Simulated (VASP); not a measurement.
# Ga2TeAs2 (Cmmm) in VASP: single point with PBE

Aim: the single point of Ga2TeAs2 with PBE.

Everything below comes from runs of VASP 6.6.1. Logs are shortened: lines on timing, memory, paths and dates and some standing lists are left out, and cuts for length are marked.

## (1) The cell of the first run

Symmetry: Cmmm, No. 65, orthorhombic system. The conventional cell has a = 7.251 Å, b = 7.879 Å, c = 5.054 Å, α = 90.00°, β = 90.00°, γ = 90.00°. Ga (site symmetry m2m) has 3 As at 2.55 to 2.88 Å and 1 Ga at 2.78 Å within 3.4 Å. Within 3.3 Å of Te (site symmetry mmm) lie 2 As at 2.53 Å. Within 3.3 Å of As (site symmetry mmm) lie 2 Te at 2.53 Å and 2 Ga at 2.55 Å. As (site symmetry mmm) has 4 Ga at 2.88 Å and 2 Te at 3.63 Å within 3.8 Å.

## (2) Single point, PBE

File INCAR:

```
PREC = Accurate
ENCUT = 520
EDIFF = 1E-6
ISMEAR = 0
SIGMA = 0.1
LREAL = False
LASPH = True
NELM = 80
ALGO = Normal
ISIF = 2
LWAVE = False
LCHARG = False
GGA = PE
NBANDS = 29
```

File KPOINTS:

```
regular mesh
0
Gamma
  4 4 4
```

File POSCAR:

```
Ga2TeAs2
1.0
    3.6253130900     -3.9396651900      0.0000000000
    3.6253130900      3.9396651900      0.0000000000
    0.0000000000      0.0000000000      5.0538312800
Ga Te As
2 1 2
Direct
    0.8233691800      0.1766308200      0.0000000000
    0.1766308200      0.8233691800      0.0000000000
    0.5000000000      0.5000000000      0.5000000000
    0.5000000000      0.5000000000      0.0000000000
    0.0000000000      0.0000000000      0.5000000000
```

Potentials or basis: VASP PAW PBE potentials, release 64 (Ga_d, Te, As).

Command:

```
$ cat potpaw_PBE.64/Ga_d/POTCAR potpaw_PBE.64/Te/POTCAR potpaw_PBE.64/As/POTCAR > POTCAR
$ mpirun -np 1 vasp_std > vasp.out
```

OUTCAR:

```text
PREC = Accurate
   ENCUT = 520
   EDIFF = 1E-6
   ISMEAR = 0
   LREAL = False
   LASPH = True
   NELM = 80
   ISIF = 2
   GGA = PE

 ion  position               nearest neighbor table
   1  0.823  0.177  0.000-   4 2.55   2 2.78   5 2.88   5 2.88
   2  0.177  0.823  0.000-   4 2.55   1 2.78   5 2.88   5 2.88
   3  0.500  0.500  0.500-   4 2.53   4 2.53
   4  0.500  0.500  0.000-   3 2.53   3 2.53   1 2.55   2 2.55
   5  0.000  0.000  0.500-   1 2.88   2 2.88   1 2.88   2 2.88

  LATTYP: Found a base centered orthorhombic cell.
 ALAT       =     7.2506261800
 B/A-ratio  =     1.0867103315
 C/A-ratio  =     0.6970199752

  Lattice vectors:

 A1 = (   3.6253130900,  -3.9396651900,   0.0000000000)
 A2 = (   3.6253130900,   3.9396651900,   0.0000000000)
 A3 = (   0.0000000000,   0.0000000000,   5.0538312800)

Analysis of symmetry for initial positions (statically):
=====================================================================
 Subroutine PRICEL returns:
 Original cell was already a primitive cell.

 Routine SETGRP: Setting up the symmetry group for a
 base centered orthorhombic supercell.

 Subroutine GETGRP returns: Found  8 space group operations
 (whereof  8 operations were pure point group operations)
 out of a pool of  8 trial point group operations.

The static configuration has the point symmetry D_2h.

Analysis of symmetry for dynamics (positions and initial velocities):
=====================================================================
 Subroutine PRICEL returns:
 Original cell was already a primitive cell.

 Routine SETGRP: Setting up the symmetry group for a
 base centered orthorhombic supercell.

 Subroutine GETGRP returns: Found  8 space group operations
 (whereof  8 operations were pure point group operations)
 out of a pool of  8 trial point group operations.

The dynamic configuration has the point symmetry D_2h.

 Subroutine INISYM returns: Found  8 space group operations
 (whereof  8 operations are pure point group operations),
 and found     1 'primitive' translations

----------------------------------------------------------------------------------------

                                     Primitive cell

  volume of cell :     144.3629

  direct lattice vectors                    reciprocal lattice vectors
     3.625313090 -3.939665190  0.000000000     0.137919122 -0.126914338  0.000000000
     3.625313090  3.939665190  0.000000000     0.137919122  0.126914338  0.000000000
     0.000000000  0.000000000  5.053831280     0.000000000  0.000000000  0.197869684

  length of vectors
     5.353863727  5.353863727  5.053831280     0.187427142  0.187427142  0.197869684

  position of ions in fractional coordinates (direct lattice)
     0.823369180  0.176630820  0.000000000
     0.176630820  0.823369180  0.000000000
     0.500000000  0.500000000  0.500000000
     0.500000000  0.500000000  0.000000000
     0.000000000  0.000000000  0.500000000

  ion indices of the primitive-cell ions
   primitive index   ion index
                 1           1
                 2           2
                 3           3
                 4           4
                 5           5

----------------------------------------------------------------------------------------

 KPOINTS: regular mesh

Automatic generation of k-mesh.
 Grid dimensions read from file:
 generate k-points for:    4    4    4

 Generating k-lattice:

  Cartesian coordinates                     Fractional coordinates (reciprocal lattice)
     0.034479781 -0.031728585  0.000000000     0.250000000 -0.000000000  0.000000000
     0.034479781  0.031728585  0.000000000    -0.000000000  0.250000000  0.000000000
     0.000000000  0.000000000  0.049467421     0.000000000  0.000000000  0.250000000

  Length of vectors
     0.046856786  0.046856786  0.049467421

  Shift w.r.t. Gamma in fractional coordinates (k-lattice)
     0.000000000  0.000000000  0.000000000

 Subroutine IBZKPT returns following result:
 ===========================================

 Found     21 irreducible k-points:

 Following reciprocal coordinates:
            Coordinates               Weight
  0.000000  0.000000  0.000000      1.000000
  0.250000  0.000000  0.000000      4.000000
  0.500000  0.000000  0.000000      2.000000
  0.250000  0.250000  0.000000      2.000000
  0.500000  0.250000  0.000000      4.000000
 -0.250000  0.250000  0.000000      2.000000
[... 13 lines left out ...]
 -0.250000  0.250000  0.500000      2.000000
  0.500000  0.500000  0.500000      1.000000
   k-points           NKPTS =     21   k-points in BZ     NKDIM =     21   number of bands    NBANDS=     29
   number of dos      NEDOS =    301   number of ions     NIONS =      5
   total plane-waves  NPLWV =  64000
   dimension x,y,z NGX =    40 NGY =   40 NGZ =   40
   dimension x,y,z NGXF=    80 NGYF=   80 NGZF=   80
   ions per type =               2   1   2
   NGX,Y,Z   is equivalent  to a cutoff of  12.42, 12.42, 13.16 a.u.
   NGXF,Y,Z  is equivalent  to a cutoff of  24.84, 24.84, 26.32 a.u.
 SYSTEM =  unknown system
   PREC   = accura    normal or accurate (medium, high low for compatibility)
   ISTART =      0    job   : 0-new  1-cont  2-samecut
   ICHARG =      2    charge: 1-file 2-atom 10-const
   ISPIN  =      1    spin polarized calculation?
   LNONCOLLINEAR =      F non collinear calculations
   LSORBIT =      F    spin-orbit coupling
   LASPH  =      T    aspherical Exc in radial PAW
   ENCUT  =  520.0 eV  38.22 Ry    6.18 a.u.   9.95  9.95  9.40*2*pi/ulx,y,z
   NELM   =     80;   NELMIN=  2; NELMDL= -5     # of ELM steps
   EDIFF  = 0.1E-05   stopping-criterion for ELM
   LREAL  =      F    real-space projection
   EDIFFG = 0.1E-04   stopping-criterion for IOM
   NSW    =      0    number of steps for IOM
   IBRION =     -1    ionic relax: 0-MD 1-quasi-New 2-CG
   NFREE  =      0    steps in history (QN), initial steepest desc. (CG)
   ISIF   =      2    stress and relaxation
   ISYM   =      2    0-nonsym 1-usesym 2-fastsym
   POTIM  = 0.5000    time-step for ionic-motion
   TEBEG  =    0.0;   TEEND  =   0.0 temperature during run
   PSTRESS=    0.0 pullay stress
   NELECT =      42.0000    total number of electrons
   NUPDOWN=      -1.0000    fix difference up-down
   EMIN   =  10.00;   EMAX   =-10.00  energy-range for DOS
   EFERMI =   0.00;   METHOD = LEGACY
   ISMEAR =     0;   SIGMA  =   0.10  broadening in eV -4-tet -1-fermi 0-gaus
   EFERMI_NEDOS =   21; number of points for ismear=-14 and -15
   IALGO  =     38    algorithm
   IMIX   =      4    mixing-type and parameters
     AMIX     =   0.40;   BMIX     =  1.00
     AMIX_MAG =   1.60;   BMIX_MAG =  1.00
  volume/ion in A,a.u.               =      28.87       194.84
  Fermi-wavevector in a.u.,A,eV,Ry     =   1.084774  2.049926 16.010457  1.176735
  Thomas-Fermi vector in A             =   2.220872
   LORBIT       =      0    0 simple, 1 ext, 2 COOP (PROOUT), +10 PAW based schemes
   GGA     = PE    functional components
   LHFCALC =     F    Hartree Fock is set to
   AEXX    =    0.0000 exact exchange contribution
   IVDW    =     0    specifies the selected vdW correction
   LEPSILON=     F    determine dielectric tensor
   LRPA    =     F    only Hartree local field effects (RPA)
 non-spin polarized calculation
 Gauss-broadening in eV      SIGMA  =   0.10
  energy-cutoff  :      520.00
  volume of cell :      144.36
 maximum number of plane-waves:      3928
   NGX = 19   NGY = 19   NGZ = 19

 number of electron      42.0000016 magnetization

 Free energy of the ion-electron system (eV)
  ---------------------------------------------------
  ext. energy  EPLUGINS =         0.00000000
  ---------------------------------------------------
  free energy    TOTEN  =       -15.65955080 eV

  energy without entropy =      -15.63377346  energy(sigma->0) =      -15.64666213

 E-fermi :   3.3648     XC(G=0):  -8.9232

 val. band max:        3.3243632159   @ k =   0.2500   0.0000   0.2500
 cond. band min:       3.3736847965   @ k =   0.2500   0.2500   0.5000
 fundamental gap:      0.0493215807
 Fermi energy:         3.3648362975

 k-point     1 :       0.0000    0.0000    0.0000
  band No.  band energies     occupation
      1     -11.7382      2.00000
      2     -11.6128      2.00000
      3     -11.5842      2.00000
      4     -11.5730      2.00000
      5     -11.5674      2.00000
      6     -11.5593      2.00000
[... 21 lines left out ...]
     28       8.2621      0.00000
     29       8.7685      0.00000

 k-point     2 :       0.2500    0.0000    0.0000
  band No.  band energies     occupation
      1     -11.7187      2.00000
      2     -11.6119      2.00000
      3     -11.5797      2.00000
      4     -11.5773      2.00000
      5     -11.5720      2.00000
      6     -11.5619      2.00000
[... 21 lines left out ...]
     28       8.1173      0.00000
     29       8.8389      0.00000

 k-point     3 :       0.5000    0.0000    0.0000
  band No.  band energies     occupation
      1     -11.6923      2.00000
      2     -11.6162      2.00000
      3     -11.5886      2.00000
      4     -11.5745      2.00000
      5     -11.5710      2.00000
      6     -11.5635      2.00000
[... 21 lines left out ...]
     28       9.0238      0.00000
     29       9.1691      0.00000

 k-point     4 :       0.2500    0.2500    0.0000
  band No.  band energies     occupation
      1     -11.7420      2.00000
      2     -11.6115      2.00000
      3     -11.5774      2.00000
      4     -11.5750      2.00000
      5     -11.5737      2.00000
      6     -11.5632      2.00000
[... 501 lines left out ...]
     28       7.9439      0.00000
     29       9.2745      0.00000

 k-point    20 :      -0.2500    0.2500    0.5000
  band No.  band energies     occupation
      1     -11.6919      2.00000
      2     -11.6096      2.00000
      3     -11.5857      2.00000
      4     -11.5816      2.00000
      5     -11.5660      2.00000
      6     -11.5624      2.00000
[... 21 lines left out ...]
     28       8.5911      0.00000
     29       9.3943      0.00000

 k-point    21 :       0.5000    0.5000    0.5000
  band No.  band energies     occupation
      1     -11.7298      2.00000
      2     -11.6098      2.00000
      3     -11.5884      2.00000
      4     -11.5827      2.00000
      5     -11.5690      2.00000
      6     -11.5563      2.00000
[... 21 lines left out ...]
     28       8.6571      0.00000
     29       9.2610      0.00000

------------------------ aborting loop because EDIFF is reached ----------------------------------------

  FORCE on cell =-STRESS in cart. coord.  units (eV):
  Direction    XX          YY          ZZ          XY          YZ          ZX
  --------------------------------------------------------------------------------------
  -------------------------------------------------------------------------------------
  Total       -3.9417590      1.2765456      3.7550802      0.0000000      0.0000000      0.0000000
  in kB      -43.7466787     14.1674392     41.6748679      0.0000000      0.0000000      0.0000000
  external PRESSURE =       4.0318761 kB  Pullay stress =       0.0000000 kB

 VOLUME and BASIS-vectors are now :
 -----------------------------------------------------------------------------
  energy-cutoff  :      520.00
  volume of cell :      144.36
      direct lattice vectors                 reciprocal lattice vectors
     3.625313090 -3.939665190  0.000000000     0.137919122 -0.126914338  0.000000000
     3.625313090  3.939665190  0.000000000     0.137919122  0.126914338  0.000000000
     0.000000000  0.000000000  5.053831280     0.000000000  0.000000000  0.197869684

 POSITION                                       TOTAL-FORCE (eV/Angst)
 -----------------------------------------------------------------------------------
      3.62531     -2.54793      0.00000         0.000000     -0.598131      0.000000
      3.62531      2.54793      0.00000         0.000000      0.598131      0.000000
      3.62531      0.00000      2.52692        -0.000000      0.000000      0.000000
      3.62531      0.00000      0.00000         0.000000      0.000000      0.000000
      0.00000      0.00000      2.52692         0.000000      0.000000      0.000000
 -----------------------------------------------------------------------------------
    total drift:                               -0.000000      0.000000     -0.000000

  FREE ENERGIE OF THE ION-ELECTRON SYSTEM (eV)
  ---------------------------------------------------
  free  energy   TOTEN  =       -15.6595508029 eV

  energy  without entropy=      -15.6337734570  energy(sigma->0) =      -15.64666213
```

It took 78 s on 1 thread of Intel Xeon 6975P-C, shared host; peak memory 0.29 GiB.

Results:

```
Free energy            : -15.6596 eV
Pressure               : 0.4 GPa
Largest force          : 0.598 eV/Å
Band gap on the k mesh : zero (band 21 reaches 3.99 eV, above the bottom of band 22 at 3.07 eV)
```

Forces on the atoms (eV/Å):
```
Ga   0.000 -0.598  0.000
Ga   0.000  0.598  0.000
Te   0.000  0.000  0.000
As   0.000  0.000  0.000
As   0.000  0.000  0.000
```

Stress tensor (GPa, compression positive):
```
-4.37  0.00  0.00
 0.00  1.42  0.00
 0.00  0.00  4.17
```

Caveat: spin-orbit coupling is left out, which moves the levels of the heavy elements.
